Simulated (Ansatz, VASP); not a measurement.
# Two plane-wave programs on GaB3

INCAR

```
  ALGO = Normal
  EDIFF = 1E-7
  ENCUT = 520
  GGA = PE
  ISIF = 2
  ISMEAR = 0
  LASPH = T
  LCHARG = F
  LREAL = F
  LWAVE = F
  NBANDS = 19
  NELM = 80
  PREC = Accurate
  SIGMA = 0.1
```

KPOINTS

```
k-points
0
Gamma
  6 6 6
```

POSCAR

```
GaB3
1.0
    3.2938836355      0.0000000000      0.0000000000
    0.0000000000      3.2938836355      0.0000000000
    0.0000000000      0.0000000000      3.2600271090
Ga B
1 3
Direct
    0.0000000000      0.0000000000      0.0000000000
    0.0000000000      0.5000000000      0.5000000000
    0.5000000000      0.0000000000      0.5000000000
    0.5000000000      0.5000000000      0.0000000000
```

Input for Ansatz:

```yaml
crystal:
  lattice:
    - [3.2938836355, 0.0, 0.0]
    - [0.0, 3.2938836355, 0.0]
    - [0.0, 0.0, 3.260027109]
  atoms:
    - { symbol: Ga, position: [0.0, 0.0, 0.0] }
    - { symbol: B, position: [0.0, 0.5, 0.5] }
    - { symbol: B, position: [0.5, 0.0, 0.5] }
    - { symbol: B, position: [0.5, 0.5, 0.0] }
basis:
  ecutwfc: 420
kpoints:
  mp_grid: { grid: [6, 6, 6] }
hamiltonian:
  xc: pbe
scf:
  occupations: { method: gaussian, width: 0.1 }
  lower_state_search: "off"
output:
  forces: true
  stress: true
  eigenvalues: true
```

Alike in both runs: task single point; functional PBE; k mesh 6 × 6 × 6; occupations gaussian, width 0.1 eV; no spin polarisation.

|  | VASP | Ansatz |
| --- | --- | --- |
| version | VASP 6.6.1 | Ansatz 0.2.0 |
| potentials or method | VASP PAW PBE potentials, release 64 (Ga_d, B), cutoff 520 eV | scalar-relativistic, plane waves, PAW |
| valence electrons in the cell | 22 | 22 |

```csv
,VASP,Ansatz,Ansatz less VASP
gap on the k mesh at the Fermi level (eV),none,none,-
pressure (GPa),1.1,1.0,-0.11
"traceless stress, the component that is largest in VASP (GPa)",-3.88,-3.88,-0.002
```

A gap of «none» marks a metal or a gap that the smearing closes.
